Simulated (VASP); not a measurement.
# Ga7FeAs8 (F-43m) in VASP: single point with PBEsol+U

Aim: the single point of Ga7FeAs8 with PBEsol+U.

Program: VASP 6.6.1. These are calculated values, not measurements. Logs are shortened: lines on timing, memory, paths and dates and some standing lists are left out, and cuts for length are marked.

### Step 1. The cell of the first run

The structure is cubic, space group F-43m (No. 216). The conventional cell has a = 11.307 Å, b = 11.307 Å, c = 11.307 Å, α = 90.00°, β = 90.00°, γ = 90.00°. Within 3.2 Å of Fe (site symmetry -43m) lie 4 As at 2.43 Å. Within 3.2 Å of Ga (site symmetry 2mm) lie 4 As at 2.45 Å. Ga (site symmetry -43m) has 4 As at 2.45 Å within 3.2 Å. As (site symmetry 3m) has 1 Fe at 2.43 Å and 3 Ga at 2.45 Å within 3.2 Å. Within 3.2 Å of As (site symmetry 3m) lie 4 Ga at 2.45 Å.

### Step 2. Single point, PBEsol+U, collinear spin, ferromagnetic start

Input file INCAR:

```
SYSTEM = Ga7FeAs8
PREC = Accurate ; ENCUT = 520
EDIFF = 1E-7 ; ISMEAR = 0
SIGMA = 0.05 ; LREAL = Auto
LASPH = .True. ; NELM = 150
ALGO = Normal ; ISIF = 2
LWAVE = .False. ; LCHARG = .True.
ISPIN = 2 ; MAGMOM = 3.72 0.01 0.01 0.01 0.01 0.01 0.01 0 -0.01 -0.01 -0.01 -0.01 -0.01 -0.01 -0.01 -0.01
LORBIT = 11 ; NUPDOWN = 3.75
LMAXMIX = 4 ; LDAU = .True.
LDAUTYPE = 2 ; LDAUL = 2 -1 -1
LDAUU = 4 0 0 ; LDAUJ = 0 0 0
LDAUPRINT = 1 ; GGA = PS
LELF = .True. ; LVHAR = .True.
NBANDS = 88
```

Input file KPOINTS:

```
Automatic mesh
0
Gamma
  3 3 3
  0 0 0
```

Input file POSCAR:

```
Ga7FeAs8
1.0
    0.0000000000      5.6537000000      5.6537000000
    5.6537000000      0.0000000000      5.6537000000
    5.6537000000      5.6537000000      0.0000000000
Fe Ga As
1 7 8
Direct
    0.0000000000      1.0000000000      0.0000000000
    0.0006835677      0.0006835677      0.4993164323
    0.0006835677      0.4993164323      0.0006835677
    0.0006835677      0.4993164323      0.4993164323
    0.4993164323      0.0006835677      0.0006835677
    0.4993164323      0.0006835677      0.4993164323
    0.4993164323      0.4993164323      0.0006835677
    0.5000000000      0.5000000000      0.5000000000
    0.1242158626      0.1242158626      0.1242158626
    0.1242158626      0.1242158626      0.6273524122
    0.1242158626      0.6273524122      0.1242158626
    0.1246499955      0.6251166682      0.6251166682
    0.6273524122      0.1242158626      0.1242158626
    0.6251166682      0.1246499955      0.6251166682
    0.6251166682      0.6251166682      0.1246499955
    0.6251166682      0.6251166682      0.6251166682
```

Potentials or basis: VASP PAW PBE potentials, release 64 (Fe, Ga_d, As).

Launch:

```sh
$ cat potpaw_PBE.64/Fe/POTCAR potpaw_PBE.64/Ga_d/POTCAR potpaw_PBE.64/As/POTCAR > POTCAR
$ mpirun -np 1 vasp_std > vasp.out
```

OUTCAR:

```text
SYSTEM = Ga7FeAs8
   PREC = Accurate
   ENCUT = 520
   EDIFF = 1E-7
   ISMEAR = 0
   LREAL = Auto
   LASPH = .True.
   NELM = 150
   ISIF = 2
   ISPIN = 2
   LORBIT = 11
   NUPDOWN = 3.75
   GGA = PS

 ion  position               nearest neighbor table
   1  0.000  0.000  0.000-  10 2.43  11 2.43  13 2.43   9 2.43
   2  0.001  0.001  0.499-   9 2.45  10 2.45  12 2.45  14 2.45
   3  0.001  0.499  0.001-   9 2.45  11 2.45  12 2.45  15 2.45
   4  0.001  0.499  0.499-  10 2.45  11 2.45  16 2.45  12 2.45
   5  0.499  0.001  0.001-   9 2.45  13 2.45  14 2.45  15 2.45
   6  0.499  0.001  0.499-  10 2.45  13 2.45  16 2.45  14 2.45
[... 8 lines left out ...]
  15  0.625  0.625  0.125-   8 2.45   5 2.45   3 2.45   7 2.45
  16  0.625  0.625  0.625-   8 2.45   6 2.45   7 2.45   4 2.45

  LATTYP: Found a face centered cubic cell.
 ALAT       =    11.3074000000

  Lattice vectors:

 A1 = (   0.0000000000,   5.6537000000,   5.6537000000)
 A2 = (   5.6537000000,   0.0000000000,   5.6537000000)
 A3 = (   5.6537000000,   5.6537000000,   0.0000000000)

Analysis of symmetry for initial positions (statically):
=====================================================================
 Subroutine PRICEL returns:
 Original cell was already a primitive cell.

 Routine SETGRP: Setting up the symmetry group for a
 face centered cubic supercell.

 Subroutine GETGRP returns: Found 24 space group operations
 (whereof 24 operations were pure point group operations)
 out of a pool of 48 trial point group operations.

The static configuration has the point symmetry T_d .

Analysis of symmetry for dynamics (positions and initial velocities):
=====================================================================
 Subroutine PRICEL returns:
 Original cell was already a primitive cell.

 Routine SETGRP: Setting up the symmetry group for a
 face centered cubic supercell.

 Subroutine GETGRP returns: Found 24 space group operations
 (whereof 24 operations were pure point group operations)
 out of a pool of 48 trial point group operations.

The dynamic configuration has the point symmetry T_d .

Analysis of structural, dynamic, and magnetic symmetry:
=====================================================================
 Subroutine PRICEL returns:
 Original cell was already a primitive cell.

 Routine SETGRP: Setting up the symmetry group for a
 face centered cubic supercell.

 Subroutine GETGRP returns: Found 24 space group operations
[... 186 lines left out ...]

 Free energy of the ion-electron system (eV)
  ---------------------------------------------------
  ext. energy  EPLUGINS =         0.00000000
  ---------------------------------------------------
  free energy    TOTEN  =       -73.65267066 eV

  energy without entropy =      -73.63660150  energy(sigma->0) =      -73.64463608

 E-fermi :   3.8931     XC(G=0):  -9.7565

 val. band max:        3.8691998419   @ k =   0.3333   0.3333   0.0000
 cond. band min:       3.6928891693   @ k =   0.3333   0.0000   0.0000
 fundamental gap:     -0.1763106725
 Fermi energy:         3.6535339564

 spin component 1

 k-point     1 :       0.0000    0.0000    0.0000
  band No.  band energies     occupation
      1     -11.2305      1.00000
      2     -11.2305      1.00000
      3     -11.2305      1.00000
      4     -11.2065      1.00000
      5     -11.1835      1.00000
      6     -11.1835      1.00000
[... 325 lines left out ...]
     80       7.4045      0.00000
     81       7.4772      0.00000
 Fermi energy:         3.8930729158

 spin component 2

 k-point     1 :       0.0000    0.0000    0.0000
  band No.  band energies     occupation
      1     -11.2301      1.00000
      2     -11.2301      1.00000
      3     -11.2301      1.00000
      4     -11.2046      1.00000
      5     -11.1791      1.00000
      6     -11.1791      1.00000
[... 325 lines left out ...]
     80       7.4305      0.00000
     81       7.5388      0.00000
 [bands above 81 left out]

------------------------ aborting loop because EDIFF is reached ----------------------------------------

  FORCE on cell =-STRESS in cart. coord.  units (eV):
  Direction    XX          YY          ZZ          XY          YZ          ZX
  --------------------------------------------------------------------------------------
  -------------------------------------------------------------------------------------
  Total        0.0780199      0.0780199      0.0780199     -0.0000000      0.0000000     -0.0000000
  in kB        0.3458498      0.3458498      0.3458498     -0.0000000      0.0000000     -0.0000000
  external PRESSURE =       0.3458498 kB  Pullay stress =       0.0000000 kB

 VOLUME and BASIS-vectors are now :
 -----------------------------------------------------------------------------
  energy-cutoff  :      520.00
  volume of cell :      361.43
      direct lattice vectors                 reciprocal lattice vectors
     0.000000000  5.653700000  5.653700000    -0.088437660  0.088437660  0.088437660
     5.653700000  0.000000000  5.653700000     0.088437660 -0.088437660  0.088437660
     5.653700000  5.653700000  0.000000000     0.088437660  0.088437660 -0.088437660

 POSITION                                       TOTAL-FORCE (eV/Angst)
 -----------------------------------------------------------------------------------
      0.00000      0.00000      0.00000        -0.000000      0.000000      0.000000
      2.82685      2.82685      0.00773        -0.000000      0.000000      0.018860
      2.82685      0.00773      2.82685        -0.000000      0.018860      0.000000
      5.64597      2.82685      2.82685        -0.018860      0.000000      0.000000
      0.00773      2.82685      2.82685         0.018860      0.000000      0.000000
      2.82685      5.64597      2.82685        -0.000000     -0.018860      0.000000
[... 8 lines left out ...]
      4.23896      4.23896      7.06844         0.006409      0.006409     -0.006409
      7.06844      7.06844      7.06844        -0.006409     -0.006409     -0.006409
 -----------------------------------------------------------------------------------
    total drift:                                0.000001      0.000001      0.000001

  FREE ENERGIE OF THE ION-ELECTRON SYSTEM (eV)
  ---------------------------------------------------
  free  energy   TOTEN  =       -73.6526706565 eV

  energy  without entropy=      -73.6366015004  energy(sigma->0) =      -73.64463608

 total charge

# of ion       s       p       d       tot
------------------------------------------
    1        0.434   0.426   6.048   6.908
    2        0.888   0.794   9.992  11.674
    3        0.888   0.794   9.992  11.674
    4        0.888   0.794   9.992  11.674
    5        0.888   0.794   9.992  11.674
    6        0.888   0.794   9.992  11.674
[... 8 lines left out ...]
   15        1.212   1.586   0.031   2.829
   16        1.212   1.586   0.031   2.829
--------------------------------------------------
tot         16.362  18.641  76.249 111.252

 magnetization (x)

# of ion       s       p       d       tot
------------------------------------------
    1        0.033   0.067   3.385   3.484
    2        0.001   0.008   0.000   0.009
    3        0.001   0.008   0.000   0.009
    4        0.001   0.008   0.000   0.009
    5        0.001   0.008   0.000   0.009
    6        0.001   0.008   0.000   0.009
[... 8 lines left out ...]
   15       -0.000  -0.008  -0.000  -0.008
   16       -0.000  -0.008  -0.000  -0.008
--------------------------------------------------
tot          0.051   0.103   3.392   3.547
```

Wall time 9.9 min (1 thread of Intel Xeon Platinum 8259CL at 2.50GHz (Skylake/Cascade Lake), shared host); peak memory 0.73 GiB.

What came out:

- Free energy: -73.6527 eV
- Pressure: 0.0 GPa
- Largest force: 0.243 eV/Å
- Net moment: 3.75 μB per cell
- Site moments: Fe +3.48; Ga +0.01, -0.00 (each value once); As +0.01, -0.01 (each value once) μB
- Valence electrons inside the program's atomic spheres: Fe 6.91; Ga 11.67, 11.68 (each value once); As 2.83

Forces on the atoms (eV/Å):
```
Fe   0.000  0.000  0.000
Ga   0.000  0.000  0.019
Ga   0.000  0.019  0.000
Ga  -0.019  0.000  0.000
Ga   0.019  0.000  0.000
Ga   0.000 -0.019  0.000
Ga   0.000  0.000 -0.019
Ga   0.000  0.000  0.000
As  -0.140 -0.140 -0.140
As   0.140  0.140 -0.140
As   0.140 -0.140  0.140
As  -0.006  0.006  0.006
As  -0.140  0.140  0.140
As   0.006 -0.006  0.006
As   0.006  0.006 -0.006
As  -0.006 -0.006 -0.006
```

Eigenvalues of the final occupation matrices:
| site | spin | trace | eigenvalues |
| --- | --- | --- | --- |
| site 1 d | 1 | 4.73 | 0.94 0.94 0.94 0.95 0.95 |
| site 1 d | 2 | 1.34 | 0.03 0.03 0.43 0.43 0.43 |

Caveat: the PAW data sets were made with another functional, which shifts forces and pressure a little; the total moment is fixed, so each spin has its own Fermi level; a cell with one magnetic atom can't hold antiferromagnetic order, which such compounds often take; the U is typed as a test and isn't derived for this compound.
